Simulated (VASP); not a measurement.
# Ti3Al (P-6m2) in VASP: single point with LDA

Aim: the single point of Ti3Al with LDA.

All numbers are computed with VASP 6.6.1; they aren't measurements. Logs are shortened: lines on timing, memory, paths and dates and some standing lists are left out, and cuts for length are marked.

**1. The cell of the first run**

The structure is hexagonal, space group P-6m2 (No. 187). The conventional cell has a = 2.772 Å, b = 2.772 Å, c = 8.771 Å, α = 90.00°, β = 90.00°, γ = 120.00°. Within 3.6 Å of Ti (site symmetry -6m2) lie 12 Ti at 2.70 to 2.77 Å. Within 3.6 Å of Ti (site symmetry 3m) lie 9 Ti at 2.70 to 2.77 Å and 3 Al at 2.73 Å. Al (site symmetry -6m2) has 6 Ti at 2.73 Å and 6 Al at 2.77 Å within 3.6 Å.

**2. Single point, LDA, collinear spin, ferromagnetic start**

INCAR reads:

```
SYSTEM = Ti3Al
  ALGO = Fast
  EDIFF = 1E-7
  ENCUT = 520
  ISIF = 2
  ISMEAR = 0
  ISPIN = 2
  LASPH = .TRUE.
  LCHARG = .FALSE.
  LMAXMIX = 4
  LORBIT = 11
  LREAL = .FALSE.
  LWAVE = .FALSE.
  MAGMOM = 0.167 0.167 0.167 0
  NBANDS = 32
  NELM = 150
  NUPDOWN = 0.5
  PREC = Accurate
  SIGMA = 0.15
```

KPOINTS reads:

```
k-points
0
G
  18 18 6
  0 0 0
```

POSCAR reads:

```
Ti3Al
1.0
    2.7723817465      0.0000000000      0.0000000000
   -1.3861908733      2.4009530215      0.0000000000
    0.0000000000      0.0000000000      8.7711624128
Ti Al
3 1
Direct
    0.6666666667      0.3333333333      0.0000000000
    0.3333333333      0.6666666667      0.7515223655
    0.3333333333      0.6666666667      0.2484776345
    0.6666666667      0.3333333333      0.5000000000
```

Potentials or basis: VASP PAW LDA potentials, release 64 (Ti_sv, Al).

The run is started by

```
cat potpaw_LDA.64/Ti_sv/POTCAR potpaw_LDA.64/Al/POTCAR > POTCAR
mpirun -np 1 vasp_std > vasp.out
```

OUTCAR:

```text
SYSTEM = Ti3Al
   EDIFF = 1E-7
   ENCUT = 520
   ISIF = 2
   ISMEAR = 0
   ISPIN = 2
   LASPH = .TRUE.
   LORBIT = 11
   LREAL = .FALSE.
   NELM = 150
   NUPDOWN = 0.5
   PREC = Accurate

 ion  position               nearest neighbor table
   1  0.667  0.333  0.000-   2 2.70   3 2.70   2 2.70   3 2.70   2 2.70   3 2.70
   2  0.333  0.667  0.752-   1 2.70   1 2.70   1 2.70   4 2.73   4 2.73   4 2.73
   3  0.333  0.667  0.248-   1 2.70   1 2.70   1 2.70   4 2.73   4 2.73   4 2.73
   4  0.667  0.333  0.500-   2 2.73   3 2.73   2 2.73   3 2.73   2 2.73   3 2.73

  LATTYP: Found a hexagonal cell.
 ALAT       =     2.7723817465
 C/A-ratio  =     3.1637643062

  Lattice vectors:

 A1 = (   2.7723817465,   0.0000000000,   0.0000000000)
 A2 = (  -1.3861908733,   2.4009530215,   0.0000000000)
 A3 = (   0.0000000000,   0.0000000000,   8.7711624128)

Analysis of symmetry for initial positions (statically):
=====================================================================
 Subroutine PRICEL returns:
 Original cell was already a primitive cell.

 Routine SETGRP: Setting up the symmetry group for a
 hexagonal supercell.

 Subroutine GETGRP returns: Found 12 space group operations
 (whereof 12 operations were pure point group operations)
 out of a pool of 24 trial point group operations.

The static configuration has the point symmetry D_3h.

Analysis of symmetry for dynamics (positions and initial velocities):
=====================================================================
 Subroutine PRICEL returns:
 Original cell was already a primitive cell.

 Routine SETGRP: Setting up the symmetry group for a
 hexagonal supercell.

 Subroutine GETGRP returns: Found 12 space group operations
 (whereof 12 operations were pure point group operations)
 out of a pool of 24 trial point group operations.

The dynamic configuration has the point symmetry D_3h.

Analysis of structural, dynamic, and magnetic symmetry:
=====================================================================
 Subroutine PRICEL returns:
 Original cell was already a primitive cell.

 Routine SETGRP: Setting up the symmetry group for a
 hexagonal supercell.

 Subroutine GETGRP returns: Found 12 space group operations
 (whereof 12 operations were pure point group operations)
 out of a pool of 24 trial point group operations.

The overall configuration has the point symmetry D_3h.

 Subroutine INISYM returns: Found 12 space group operations
 (whereof 12 operations are pure point group operations),
 and found     1 'primitive' translations

----------------------------------------------------------------------------------------

                                     Primitive cell

  volume of cell :      58.3840

  direct lattice vectors                    reciprocal lattice vectors
     2.772381746  0.000000000  0.000000000     0.360700687  0.208250639  0.000000000
    -1.386190873  2.400953021  0.000000000     0.000000000  0.416501277  0.000000000
     0.000000000  0.000000000  8.771162413     0.000000000  0.000000000  0.114009974

  length of vectors
     2.772381746  2.772381747  8.771162413     0.416501277  0.416501277  0.114009974

  position of ions in fractional coordinates (direct lattice)
     0.666666667  0.333333333  0.000000000
     0.333333333  0.666666667  0.751522366
     0.333333333  0.666666667  0.248477634
     0.666666667  0.333333333  0.500000000

  ion indices of the primitive-cell ions
   primitive index   ion index
                 1           1
                 2           2
                 3           3
                 4           4

----------------------------------------------------------------------------------------

 KPOINTS: k-points

Automatic generation of k-mesh.
 Grid dimensions read from file:
 generate k-points for:   18   18    6

 Generating k-lattice:

  Cartesian coordinates                     Fractional coordinates (reciprocal lattice)
     0.020038927  0.011569480  0.000000000     0.055555556  0.000000000  0.000000000
     0.000000000  0.023138960  0.000000000     0.000000000  0.055555556  0.000000000
     0.000000000  0.000000000  0.019001662     0.000000000  0.000000000  0.166666667

  Length of vectors
     0.023138960  0.023138960  0.019001662

  Shift w.r.t. Gamma in fractional coordinates (k-lattice)
     0.000000000  0.000000000  0.000000000

 Subroutine IBZKPT returns following result:
 ===========================================

 Found    148 irreducible k-points:

 Following reciprocal coordinates:
            Coordinates               Weight
  0.000000  0.000000  0.000000      1.000000
  0.055556 -0.000000  0.000000      6.000000
  0.111111 -0.000000  0.000000      6.000000
  0.166667 -0.000000  0.000000      6.000000
  0.222222  0.000000  0.000000      6.000000
  0.277778 -0.000000  0.000000      6.000000
[... 16 lines left out ...]
  0.333333  0.111111  0.000000     12.000000
  0.388889  0.111111  0.000000     12.000000
 [... further k-points ...]
   k-points           NKPTS =    148   k-points in BZ     NKDIM =    148   number of bands    NBANDS=     32
   number of dos      NEDOS =    301   number of ions     NIONS =      4
   total plane-waves  NPLWV =  40320
   dimension x,y,z NGX =    24 NGY =   24 NGZ =   70
   dimension x,y,z NGXF=    48 NGYF=   48 NGZF=  140
   ions per type =               3   1
   NGX,Y,Z   is equivalent  to a cutoff of  14.39, 14.39, 13.27 a.u.
   NGXF,Y,Z  is equivalent  to a cutoff of  28.78, 28.78, 26.54 a.u.
 SYSTEM =  Ti3Al
   PREC   = accura    normal or accurate (medium, high low for compatibility)
   ISTART =      0    job   : 0-new  1-cont  2-samecut
   ICHARG =      2    charge: 1-file 2-atom 10-const
   ISPIN  =      2    spin polarized calculation?
   LNONCOLLINEAR =      F non collinear calculations
   LSORBIT =      F    spin-orbit coupling
   LASPH  =      T    aspherical Exc in radial PAW
   ENCUT  =  520.0 eV  38.22 Ry    6.18 a.u.   5.15  5.15 16.31*2*pi/ulx,y,z
   NELM   =    150;   NELMIN=  2; NELMDL= -5     # of ELM steps
   EDIFF  = 0.1E-06   stopping-criterion for ELM
   LREAL  =      F    real-space projection
   EDIFFG = 0.1E-05   stopping-criterion for IOM
   NSW    =      0    number of steps for IOM
   IBRION =     -1    ionic relax: 0-MD 1-quasi-New 2-CG
   NFREE  =      0    steps in history (QN), initial steepest desc. (CG)
   ISIF   =      2    stress and relaxation
   ISYM   =      2    0-nonsym 1-usesym 2-fastsym
   POTIM  = 0.5000    time-step for ionic-motion
   TEBEG  =    0.0;   TEEND  =   0.0 temperature during run
   PSTRESS=    0.0 pullay stress
   NELECT =      39.0000    total number of electrons
   NUPDOWN=       0.5000    fix difference up-down
   EMIN   =  10.00;   EMAX   =-10.00  energy-range for DOS
   EFERMI =   0.00;   METHOD = LEGACY
   ISMEAR =     0;   SIGMA  =   0.15  broadening in eV -4-tet -1-fermi 0-gaus
   EFERMI_NEDOS =   21; number of points for ismear=-14 and -15
   IALGO  =     68    algorithm
   IMIX   =      4    mixing-type and parameters
     AMIX     =   0.40;   BMIX     =  1.00
     AMIX_MAG =   1.60;   BMIX_MAG =  1.00
  volume/ion in A,a.u.               =      14.60        98.50
  Fermi-wavevector in a.u.,A,eV,Ry     =   1.431084  2.704356 27.864746  2.048001
  Thomas-Fermi vector in A             =   2.550859
   LORBIT       =     11    0 simple, 1 ext, 2 COOP (PROOUT), +10 PAW based schemes
   GGA     = CA    functional components
   LHFCALC =     F    Hartree Fock is set to
   AEXX    =    0.0000 exact exchange contribution
   IVDW    =     0    specifies the selected vdW correction
   LEPSILON=     F    determine dielectric tensor
   LRPA    =     F    only Hartree local field effects (RPA)
 spin polarized calculation
 RMM-DIIS sequential band-by-band and
 Gauss-broadening in eV      SIGMA  =   0.15
  energy-cutoff  :      520.00
  volume of cell :       58.38
 maximum number of plane-waves:      1592
 NGX is ok and might be reduce to    24
   NGX = 11   NGY = 11   NGZ = 33

 number of electron      38.9999990 magnetization       0.5000000

 Free energy of the ion-electron system (eV)
  ---------------------------------------------------
  ext. energy  EPLUGINS =         0.00000000
  ---------------------------------------------------
  free energy    TOTEN  =       -30.11756143 eV

  energy without entropy =      -30.07236647  energy(sigma->0) =      -30.09496395

 E-fermi :   9.4374     XC(G=0): -12.1876

 val. band max:        9.5927655666   @ k =   0.2222   0.1111   0.0000
 cond. band min:       9.4383147526   @ k =   0.2222   0.0000   0.1667
 fundamental gap:     -0.1544508141
 Fermi energy:         9.5968228094

 spin component 1

 k-point     1 :       0.0000    0.0000    0.0000
  band No.  band energies     occupation
      1     -46.2872      1.00000
      2     -46.1850      1.00000
      3     -46.0753      1.00000
      4     -23.3717      1.00000
      5     -22.9385      1.00000
      6     -22.4543      1.00000
[... 805 lines left out ...]
     30      14.4229      0.00000
     31      15.0621      0.00000

 [... further k-points ...]

 spin component 2

 k-point     1 :       0.0000    0.0000    0.0000
  band No.  band energies     occupation
      1     -46.2030      1.00000
      2     -46.0997      1.00000
      3     -45.9912      1.00000
      4     -23.2863      1.00000
      5     -22.8506      1.00000
      6     -22.3694      1.00000
[... 805 lines left out ...]
     30      14.5102      0.00000
     31      15.1485      0.00000

 [... further k-points ...]

 [bands above 31 left out]

------------------------ aborting loop because EDIFF is reached ----------------------------------------

  FORCE on cell =-STRESS in cart. coord.  units (eV):
  Direction    XX          YY          ZZ          XY          YZ          ZX
  --------------------------------------------------------------------------------------
  -------------------------------------------------------------------------------------
  Total        4.6119502      4.6119502      5.4130090     -0.0000000     -0.0000000      0.0000000
  in kB      126.5614232    126.5614232    148.5441282     -0.0000000     -0.0000000      0.0000000
  external PRESSURE =     133.8889915 kB  Pullay stress =       0.0000000 kB

 VOLUME and BASIS-vectors are now :
 -----------------------------------------------------------------------------
  energy-cutoff  :      520.00
  volume of cell :       58.38
      direct lattice vectors                 reciprocal lattice vectors
     2.772381746  0.000000000  0.000000000     0.360700687  0.208250639  0.000000000
    -1.386190873  2.400953021  0.000000000     0.000000000  0.416501277  0.000000000
     0.000000000  0.000000000  8.771162413     0.000000000  0.000000000  0.114009974

 POSITION                                       TOTAL-FORCE (eV/Angst)
 -----------------------------------------------------------------------------------
      1.38619      0.80032      0.00000        -0.000000      0.000000      0.000000
     -0.00000      1.60064      6.59172         0.000000     -0.000000     -0.081375
     -0.00000      1.60064      2.17944         0.000000      0.000000      0.081375
      1.38619      0.80032      4.38558        -0.000000      0.000000      0.000000
 -----------------------------------------------------------------------------------
    total drift:                                0.000000     -0.000000      0.000000

  FREE ENERGIE OF THE ION-ELECTRON SYSTEM (eV)
  ---------------------------------------------------
  free  energy   TOTEN  =       -30.1175614287 eV

  energy  without entropy=      -30.0723664666  energy(sigma->0) =      -30.09496395

 total charge

# of ion       s       p       d       tot
------------------------------------------
    1        2.295   6.159   2.065  10.519
    2        2.269   6.164   2.044  10.477
    3        2.269   6.164   2.044  10.477
    4        0.453   0.425   0.000   0.877
--------------------------------------------------
tot          7.285  18.912   6.153  32.350

 magnetization (x)

# of ion       s       p       d       tot
------------------------------------------
    1        0.001   0.012   0.091   0.104
    2        0.002   0.012   0.092   0.107
    3        0.002   0.012   0.092   0.107
    4        0.002   0.011   0.000   0.014
--------------------------------------------------
tot          0.007   0.048   0.276   0.331
```

Run time: 18 min. Hardware: 1 thread of Intel Xeon 6975P-C (Granite Rapids), shared host; peak memory 0.47 GiB.

What came out:

```yaml
Free_energy: -30.1176 eV
Pressure: 13.4 GPa
Largest_force: 0.081 eV/Å
Net_moment: 0.50 μB per cell
Site_moments: Ti +0.10, +0.11; Al +0.01 μB
Valence_electrons_inside_the_program's_atomic_spheres: Ti 10.52, 10.48; Al 0.88
```

Forces on the atoms (eV/Å):
```
Ti   0.000  0.000  0.000
Ti   0.000  0.000 -0.081
Ti   0.000  0.000  0.081
Al   0.000  0.000  0.000
```

Caveat: the total moment is fixed, so each spin has its own Fermi level.
